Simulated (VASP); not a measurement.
# Ir in VASP: relaxation of the atoms with PBE

Aim: the relaxation of the atoms of Ir with PBE.

All numbers are computed with VASP 6.6.1; they aren't measurements. Logs are shortened: lines on timing, memory, paths and dates and some standing lists are left out, and cuts for length are marked.

### Step 1. The cell of the first run

The cell holds a slab with vacuum, 4 atoms: a = 2.737 Å, b = 2.737 Å, c = 23.704 Å, α = 90.00°, β = 90.00°, γ = 120.00°.

### Step 2. Relaxation of the atoms, PBE

INCAR reads:

```
SYSTEM = Ir
PREC = Accurate
ENCUT = 450
EDIFF = 1E-7
ISMEAR = 0
SIGMA = 0.1
LREAL = .False.
LASPH = .True.
NELM = 120
ALGO = Normal
ISIF = 2
LWAVE = .False.
LCHARG = .False.
LDIPOL = .True.
IDIPOL = 3
DIPOL = 0.5 0.5 0.500
GGA = PE
IBRION = 2
NSW = 90
EDIFFG = -0.03
GGA_COMPAT = .False.
NELMIN = 4
NELMDL = -8
```

KPOINTS reads:

```
Automatic mesh
0
Gamma
  12 12 1
  0 0 0
```

POSCAR reads:

```
Ir
1.0
    2.7369706003      0.0000000000      0.0000000000
   -1.3684853001      2.3702860693      0.0000000000
    0.0000000000      0.0000000000     23.7041814117
Ir
4
Selective dynamics
Direct
    0.6666666667      0.3333333333      0.3585865233  F F F
    0.3333333333      0.6666666667      0.4528621744  F F F
    0.0000000000      0.0000000000      0.5471378256  T T T
    0.6666666667      0.3333333333      0.6414134767  T T T
```

Potentials or basis: VASP PAW PBE potentials, release 64 (Ir).

Run with:

```
> cat potpaw_PBE.64/Ir/POTCAR > POTCAR
> mpirun -np 1 vasp_std > vasp.out
```

OUTCAR:

```text
SYSTEM = Ir
   PREC = Accurate
   ENCUT = 450
   EDIFF = 1E-7
   ISMEAR = 0
   LREAL = .False.
   LASPH = .True.
   NELM = 120
   ISIF = 2
   GGA = PE
   IBRION = 2
   NSW = 90
   EDIFFG = -0.03
   NELMIN = 4
   NELMDL = -8

 ion  position               nearest neighbor table
   1  0.667  0.333  0.359-   2 2.74   2 2.74   2 2.74
   2  0.333  0.667  0.453-   1 2.74   1 2.74   1 2.74   3 2.74   3 2.74   3 2.74
   3  0.000  0.000  0.547-   4 2.74   4 2.74   4 2.74   2 2.74   2 2.74   2 2.74
   4  0.667  0.333  0.641-   3 2.74   3 2.74   3 2.74

  LATTYP: Found a hexagonal cell.
 ALAT       =     2.7369706003
 C/A-ratio  =     8.6607365856

  Lattice vectors:

 A1 = (   2.7369706003,   0.0000000000,   0.0000000000)
 A2 = (  -1.3684853001,   2.3702860693,   0.0000000000)
 A3 = (   0.0000000000,   0.0000000000,  23.7041814117)

Analysis of symmetry for initial positions (statically):
=====================================================================
 Subroutine PRICEL returns:
 Original cell was already a primitive cell.

 Routine SETGRP: Setting up the symmetry group for a
 hexagonal supercell.

 Subroutine GETGRP returns: Found 12 space group operations
 (whereof  6 operations were pure point group operations)
 out of a pool of 24 trial point group operations.

The static configuration has the point symmetry C_3v.
 The point group associated with its full space group is D_3d.

Analysis of symmetry for dynamics (positions and initial velocities):
=====================================================================
 Subroutine PRICEL returns:
 Original cell was already a primitive cell.

 Routine SETGRP: Setting up the symmetry group for a
 hexagonal supercell.

 Subroutine GETGRP returns: Found 12 space group operations
 (whereof  6 operations were pure point group operations)
 out of a pool of 24 trial point group operations.

The dynamic configuration has the point symmetry C_3v.
 The point group associated with its full space group is D_3d.

Analysis of constrained symmetry for selective dynamics:
=====================================================================
 Subroutine PRICEL returns:
 Original cell was already a primitive cell.

 Routine SETGRP: Setting up the symmetry group for a
 hexagonal supercell.

 Subroutine GETGRP returns: Found  6 space group operations
 (whereof  6 operations were pure point group operations)
 out of a pool of 24 trial point group operations.

The constrained configuration has the point symmetry C_3v.

 Subroutine INISYM returns: Found  6 space group operations
 (whereof  6 operations are pure point group operations),
 and found     1 'primitive' translations

----------------------------------------------------------------------------------------

                                     Primitive cell

  volume of cell :     153.7786

  direct lattice vectors                    reciprocal lattice vectors
     2.736970600  0.000000000  0.000000000     0.365367461  0.210945002  0.000000000
    -1.368485300  2.370286069  0.000000000     0.000000000  0.421890004  0.000000000
     0.000000000  0.000000000 23.704181412     0.000000000  0.000000000  0.042186650

  length of vectors
     2.736970600  2.736970600 23.704181412     0.421890004  0.421890004  0.042186650

  position of ions in fractional coordinates (direct lattice)
     0.666666667  0.333333333  0.358586523
     0.333333333  0.666666667  0.452862174
     0.000000000  0.000000000  0.547137826
[... 38 lines left out ...]
  0.083333  0.000000  0.000000      6.000000
  0.166667  0.000000  0.000000      6.000000
  0.250000  0.000000  0.000000      6.000000
  0.333333  0.000000  0.000000      6.000000
  0.416667  0.000000  0.000000      6.000000
[... 11 lines left out ...]
  0.333333  0.250000  0.000000     12.000000
  0.333333  0.333333  0.000000      2.000000
   k-points           NKPTS =     19   k-points in BZ     NKDIM =     19   number of bands    NBANDS=     22
   number of dos      NEDOS =    301   number of ions     NIONS =      4
   total plane-waves  NPLWV =  67200
   dimension x,y,z NGX =    20 NGY =   20 NGZ =  168
   dimension x,y,z NGXF=    40 NGYF=   40 NGZF=  336
   ions per type =               4
   NGX,Y,Z   is equivalent  to a cutoff of  12.15, 12.15, 11.78 a.u.
   NGXF,Y,Z  is equivalent  to a cutoff of  24.30, 24.30, 23.56 a.u.
 SYSTEM =  Ir
   PREC   = accura    normal or accurate (medium, high low for compatibility)
   ISTART =      0    job   : 0-new  1-cont  2-samecut
   ICHARG =      2    charge: 1-file 2-atom 10-const
   ISPIN  =      1    spin polarized calculation?
   LNONCOLLINEAR =      F non collinear calculations
   LSORBIT =      F    spin-orbit coupling
   LASPH  =      T    aspherical Exc in radial PAW
   ENCUT  =  450.0 eV  33.07 Ry    5.75 a.u.   4.73  4.73 41.00*2*pi/ulx,y,z
   NELM   =    120;   NELMIN=  4; NELMDL= -8     # of ELM steps
   EDIFF  = 0.1E-06   stopping-criterion for ELM
   LREAL  =      F    real-space projection
   EDIFFG = -.3E-01   stopping-criterion for IOM
   NSW    =     90    number of steps for IOM
   IBRION =      2    ionic relax: 0-MD 1-quasi-New 2-CG
   NFREE  =      1    steps in history (QN), initial steepest desc. (CG)
   ISIF   =      2    stress and relaxation
   ISYM   =      2    0-nonsym 1-usesym 2-fastsym
   POTIM  = 0.5000    time-step for ionic-motion
   TEBEG  =    0.0;   TEEND  =   0.0 temperature during run
   PSTRESS=    0.0 pullay stress
   NELECT =      36.0000    total number of electrons
   NUPDOWN=      -1.0000    fix difference up-down
   EMIN   =  10.00;   EMAX   =-10.00  energy-range for DOS
   EFERMI =   0.00;   METHOD = LEGACY
   ISMEAR =     0;   SIGMA  =   0.10  broadening in eV -4-tet -1-fermi 0-gaus
   EFERMI_NEDOS =   21; number of points for ismear=-14 and -15
   IALGO  =     38    algorithm
   IMIX   =      4    mixing-type and parameters
     AMIX     =   0.40;   BMIX     =  1.00
     AMIX_MAG =   1.60;   BMIX_MAG =  1.00
  volume/ion in A,a.u.               =      38.44       259.44
  Fermi-wavevector in a.u.,A,eV,Ry     =   1.008967  1.906672 13.850932  1.018015
  Thomas-Fermi vector in A             =   2.141867
   LORBIT       =      0    0 simple, 1 ext, 2 COOP (PROOUT), +10 PAW based schemes
   GGA     = PE    functional components
   LHFCALC =     F    Hartree Fock is set to
   AEXX    =    0.0000 exact exchange contribution
   IVDW    =     0    specifies the selected vdW correction
   LEPSILON=     F    determine dielectric tensor
   LRPA    =     F    only Hartree local field effects (RPA)
 conjugate gradient relaxation of ions
 non-spin polarized calculation
 Gauss-broadening in eV      SIGMA  =   0.10
  energy-cutoff  :      450.00
  volume of cell :      153.78
 maximum number of plane-waves:      3350
 NGX is ok and might be reduce to    20
   NGX =  9   NGY =  9   NGZ = 83

--------------------------------------- Ionic step        1  -------------------------------------------

 number of electron      36.0000001 magnetization

 Free energy of the ion-electron system (eV)
  ---------------------------------------------------
  ext. energy  EPLUGINS =         0.00000000
  ---------------------------------------------------
  free energy    TOTEN  =       -33.58345391 eV

  energy without entropy =      -33.56012677  energy(sigma->0) =      -33.57179034

------------------------ aborting loop because EDIFF is reached ----------------------------------------

  FORCE on cell =-STRESS in cart. coord.  units (eV):
  Direction    XX          YY          ZZ          XY          YZ          ZX
  --------------------------------------------------------------------------------------
  -------------------------------------------------------------------------------------
  Total       -4.3875865     -4.3875865     -2.8527149     -0.0000000      0.0000000      0.0000000
  in kB      -45.7130728    -45.7130728    -29.7216620     -0.0000000      0.0000000      0.0000000
  external PRESSURE =     -40.3826026 kB  Pullay stress =       0.0000000 kB
[... 65 lines left out ...]
 number of electron      36.0000002 magnetization

------------------------ aborting loop because EDIFF is reached ----------------------------------------

 vacuum level on the upper side and lower side of the slab       (xc-potential included)        -0.030        -0.072

  FORCE on cell =-STRESS in cart. coord.  units (eV):
  Direction    XX          YY          ZZ          XY          YZ          ZX
  --------------------------------------------------------------------------------------
  -------------------------------------------------------------------------------------
  Total       -4.1014354     -4.1014354     -1.9057507     -0.0000000     -0.0000000      0.0000000
  in kB      -42.7317422    -42.7317422    -19.8554994     -0.0000000     -0.0000000      0.0000000
  external PRESSURE =     -35.1063280 kB  Pullay stress =       0.0000000 kB
[... 57 lines left out ...]
  FREE ENERGIE OF THE ION-ELECTRON SYSTEM (eV)
  ---------------------------------------------------
  free  energy   TOTEN  =       -33.5964686821 eV

  energy  without entropy=      -33.5731124118  energy(sigma->0) =      -33.58479055

 dipolmoment           0.000000      0.000000      0.000137 electrons x Angstroem

--------------------------------------- Ionic step        5  -------------------------------------------

 number of electron      36.0000000 magnetization

 dipolmoment           0.000000      0.000000     -0.000797 electrons x Angstroem

 Free energy of the ion-electron system (eV)
  ---------------------------------------------------
  ext. energy  EPLUGINS =         0.00000000
  ---------------------------------------------------
  free energy    TOTEN  =       -33.59921006 eV

  energy without entropy =      -33.57621810  energy(sigma->0) =      -33.58771408

 E-fermi :   0.3422     XC(G=0):  -6.0268

 val. band max:        0.3057484332   @ k =   0.3333   0.0000   0.0000
 cond. band min:       0.3750022752   @ k =   0.2500   0.0833   0.0000
 fundamental gap:      0.0692538420
 Fermi energy:         0.3421884772

 k-point     1 :       0.0000    0.0000    0.0000
  band No.  band energies     occupation
      1     -10.0274      2.00000
      2      -8.5245      2.00000
      3      -7.3302      2.00000
      4      -7.2588      2.00000
      5      -3.5204      2.00000
      6      -3.4220      2.00000
[... 464 lines left out ...]
     21       5.7897      0.00000
     22       5.9051      0.00000

------------------------ aborting loop because EDIFF is reached ----------------------------------------

 vacuum level on the upper side and lower side of the slab       (xc-potential included)        -0.020         0.002

  FORCE on cell =-STRESS in cart. coord.  units (eV):
  Direction    XX          YY          ZZ          XY          YZ          ZX
  --------------------------------------------------------------------------------------
  -------------------------------------------------------------------------------------
  Total       -3.8105090     -3.8105090     -0.9306917     -0.0000000     -0.0000000      0.0000000
  in kB      -39.7006592    -39.7006592     -9.6966239     -0.0000000     -0.0000000      0.0000000
  external PRESSURE =     -29.6993141 kB  Pullay stress =       0.0000000 kB
[... 19 lines left out ...]
  FREE ENERGIE OF THE ION-ELECTRON SYSTEM (eV)
  ---------------------------------------------------
  free  energy   TOTEN  =       -33.5992100598 eV

  energy  without entropy=      -33.5762180955  energy(sigma->0) =      -33.58771408

 reached required accuracy - stopping structural energy minimisation

 vacuum level on the upper side and lower side of the slab         5.783         5.805
```

Run time: 5.5 min. Hardware: 1 thread of Intel Xeon Platinum 8259CL at 2.50GHz (Skylake/Cascade Lake), shared host; peak memory 0.26 GiB.

Results:

| Item | Value |
| --- | --- |
| Free energy | -33.5992 eV |
| Energy gained by relaxing | 3.9 meV/atom |
| Ionic steps | 5 |
| Band gap on the k mesh | zero (bands 18 and 19 overlap by 2.31 eV) |

Step by step:
| step | energy change (eV) | largest force on free atoms (eV/Å) | pressure (GPa) |
| --- | --- | --- | --- |
| 1 | 0.0000 | 0.4392 | -4.04 |
| 2 | -0.0069 | 0.2207 | -3.74 |
| 3 | -0.0086 | 0.3074 | -3.51 |
| 4 | -0.0130 | 0.1916 | -3.30 |
| 5 | -0.0158 | 0.0116 | -2.97 |

Final structure:
```cif
data_structure
_symmetry_space_group_name_H-M 'P 1'
_symmetry_Int_Tables_number 1
_cell_length_a 2.7370
_cell_length_b 2.7370
_cell_length_c 23.7042
_cell_angle_alpha 90.000
_cell_angle_beta 90.000
_cell_angle_gamma 120.000
_cell_volume 153.78
loop_
_atom_site_label
_atom_site_type_symbol
_atom_site_fract_x
_atom_site_fract_y
_atom_site_fract_z
_atom_site_occupancy
Ir1 Ir 0.66667 0.33333 0.35859 1
Ir2 Ir 0.33333 0.66667 0.45286 1
Ir3 Ir 0.00000 0.00000 0.54571 1
Ir4 Ir 0.66667 0.33333 0.63838 1
```

Levels at points of the mesh, in eV from the Fermi level:
```
           k point  band 13  band 14  band 15  band 16  band 17  band 18  band 19  band 20  band 21  band 22
(0.00, 0.00, 0.00)    -2.94    -2.85    -2.85    -1.20    -1.20    -0.85    -0.85    -0.66     0.06     0.06
(0.50, 0.00, 0.00)    -0.51    -0.42     0.10     0.59     0.82     1.08     1.11     1.50     1.55     2.64
```

Caveat: spin-orbit coupling is left out, which moves the levels of the heavy elements.
